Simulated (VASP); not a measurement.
# HC16 (a cell with a defect) in VASP: a series of runs, part 2 of 2

VASP 6.6.1. The steps go on from the part before.

## (3) Single point, PBEsol

INCAR reads:

```
ALGO     = Normal         # electronic algorithm
EDIFF    = 1E-6           # SCF threshold, eV
ENCUT    = 520            # plane-wave cutoff, eV
GGA      = PS             # functional
ISIF     = 2              # what is computed and relaxed
ISMEAR   = 0              # smearing method
LASPH    = T              # aspherical terms in the spheres
LCHARG   = F              # write CHGCAR
LREAL    = Auto         
LWAVE    = F              # write WAVECAR
NBANDS   = 46             # bands
NELECT   = 64.0         
NELM     = 80             # most SCF steps
PREC     = Accurate       # precision mode
SIGMA    = 0.02           # smearing width, eV
```

KPOINTS reads:

```
k-points
0
Gamma
  3 3 3
```

POSCAR reads:

```
HC16
1.0
    0.0000000000      3.5700000000      3.5700000000
    3.5700000000      0.0000000000      3.5700000000
    3.5700000000      3.5700000000      0.0000000000
C H
16 1
Direct
   -0.0172443978      0.0277359944     -0.0033245098
    0.1238359944      0.1180962185      0.1300183473
   -0.0082406162      0.0005280112      0.5023663866
    0.1178305322      0.1352305322      0.6195092437
   -0.0073861345      0.4872245098      0.0037135854
    0.1293058824      0.5994915966      0.1394649860
   -0.0128613445      0.5056372549      0.5034025210
    0.1192277311      0.6236490196      0.6259039216
    0.4966980392     -0.0020952381      0.0014392157
    0.6141768908      0.1288119048      0.1290530812
    0.4918509804      0.0029767507      0.5029809524
    0.6179757703      0.1256844538      0.6273813725
    0.4945840336      0.5006831933      0.0016361345
    0.6181543417      0.6227380952      0.1296585434
    0.4926450980      0.4995162465      0.5029064426
    0.6136154062      0.6286184874      0.6267084034
    1.0214603641      0.8068424370     -0.0690682073
```

Potentials or basis: VASP PAW PBE potentials, release 64 (C, H).

Run with:

```bash
cat potpaw_PBE.64/C/POTCAR potpaw_PBE.64/H/POTCAR > POTCAR
mpirun -np 1 vasp_std > vasp.out
```

OUTCAR:

```text
EDIFF = 1E-6
   ENCUT = 520
   GGA = PS
   ISIF = 2
   ISMEAR = 0
   LASPH = T
   LREAL = Auto
   NELECT = 64.0
   NELM = 80
   PREC = Accurate

 ion  position               nearest neighbor table
   1  0.983  0.028  0.997-  17 1.22   2 1.51  10 1.52   4 1.56   6 1.77
   2  0.124  0.118  0.130-   1 1.51   5 1.52   3 1.54   9 1.54
   3  0.992  0.001  0.502-   2 1.54  12 1.54   8 1.55   4 1.56
   4  0.118  0.135  0.620-   7 1.53  11 1.54   1 1.56   3 1.56
   5  0.993  0.487  0.004-   2 1.52  14 1.54   8 1.56   6 1.59
   6  0.129  0.599  0.139-  17 1.18   7 1.51  13 1.51   5 1.59   1 1.77
   7  0.987  0.506  0.503-   6 1.51   4 1.53   8 1.54  16 1.54
   8  0.119  0.624  0.626-   7 1.54  15 1.54   3 1.55   5 1.56
   9  0.497  0.998  0.001-   2 1.54  12 1.54  14 1.55  10 1.55
  10  0.614  0.129  0.129-   1 1.52  13 1.53  11 1.54   9 1.55
  11  0.492  0.003  0.503-  12 1.54  10 1.54   4 1.54  16 1.54
  12  0.618  0.126  0.627-  11 1.54   3 1.54  15 1.54   9 1.54
  13  0.495  0.501  0.002-   6 1.51  10 1.53  14 1.54  16 1.55
  14  0.618  0.623  0.130-  15 1.54  13 1.54   5 1.54   9 1.55
  15  0.493  0.500  0.503-  14 1.54   8 1.54  12 1.54  16 1.54
[... 214 lines left out ...]
  band No.  band energies     occupation
      1     -12.0483      2.00000
      2      -6.9505      2.00000
      3      -6.0064      2.00000
      4      -5.9396      2.00000
      5      -5.8808      2.00000
      6      -4.8597      2.00000
[... 647 lines left out ...]
     43      19.0556      0.00000
     44      19.3696      0.00000
 [bands above 44 left out]

------------------------ aborting loop because EDIFF is reached ----------------------------------------

  FORCE on cell =-STRESS in cart. coord.  units (eV):
  Direction    XX          YY          ZZ          XY          YZ          ZX
  --------------------------------------------------------------------------------------
  -------------------------------------------------------------------------------------
  Total       -9.5920480     -9.8711565     -9.4936286     -1.6086104     -1.9892613      2.3247002
  in kB     -168.8835245   -173.7976802   -167.1506916    -28.3221883    -35.0241631     40.9301081
  external PRESSURE =    -169.9439654 kB  Pullay stress =       0.0000000 kB

 VOLUME and BASIS-vectors are now :
 -----------------------------------------------------------------------------
  energy-cutoff  :      520.00
  volume of cell :       91.00
      direct lattice vectors                 reciprocal lattice vectors
     0.000000000  3.570000000  3.570000000    -0.140056022  0.140056022  0.140056022
     3.570000000  0.000000000  3.570000000     0.140056022 -0.140056022  0.140056022
     3.570000000  3.570000000  0.000000000     0.140056022  0.140056022 -0.140056022

 POSITION                                       TOTAL-FORCE (eV/Angst)
 -----------------------------------------------------------------------------------
      3.65715      7.06657      3.60745        -0.002672      0.033870     -0.007066
      0.88577      0.90626      0.86370        -0.010023     -0.002217     -0.006077
      1.79533      5.33403      3.54247         0.000102     -0.003758     -0.000815
      2.69442      2.63230      0.90343        -0.004584     -0.004192     -0.011222
      1.75265      3.55689      5.28302         0.004245      0.004549      0.006479
      2.63807      0.95951      2.60181         0.004270     -0.007353     -0.007388
[... 9 lines left out ...]
      4.48152      4.42796      4.43478         0.016208     -0.010031     -0.012223
      6.20385      3.40004      2.95704        -0.054717     -0.039111      0.050635
 -----------------------------------------------------------------------------------
    total drift:                               -0.017734      0.006033      0.025428

  FREE ENERGIE OF THE ION-ELECTRON SYSTEM (eV)
  ---------------------------------------------------
  free  energy   TOTEN  =      -163.8230908160 eV

  energy  without entropy=     -163.8230908160  energy(sigma->0) =     -163.82309082
```

Wall time 2.3 min (1 thread of Intel Xeon 6975P-C (Granite Rapids), shared host); peak memory 0.24 GiB.

What came out:

| Quantity | Value |
| --- | --- |
| Free energy | -163.8231 eV |
| Largest force | 0.084 eV/Å |

Forces in eV/Å, atoms in the order of the input:
```
C   -0.003  0.034 -0.007
C   -0.010 -0.002 -0.006
C    0.000 -0.004 -0.001
C   -0.005 -0.004 -0.011
C    0.004  0.005  0.006
C    0.004 -0.007 -0.007
C    0.023  0.014 -0.011
C    0.013 -0.008 -0.006
C   -0.001  0.007  0.012
C   -0.002 -0.010 -0.023
C    0.002  0.005  0.004
C    0.009 -0.009 -0.006
C   -0.007  0.027  0.016
C    0.001 -0.004 -0.003
C    0.009  0.005  0.005
C    0.016 -0.010 -0.012
H   -0.055 -0.039  0.051
```

Levels at points of the mesh, in eV from the Fermi level:
```
           k point  band 28  band 29  band 30  band 31  band 32  band 33  band 34  band 35  band 36  band 37
(0.00, 0.00, 0.00)    -2.94    -2.80    -0.45    -0.33    -0.17     2.60     2.82     3.96     4.19     4.44
```

Caveat: the k points lie up to 0.51 Å⁻¹ apart; the cell carries a net charge on a neutralising background, which shifts energy and pressure; the cell is charged against a uniform background, so pressure and absolute levels hang on convention; the PAW data sets were made with another functional, which shifts forces and pressure a little.
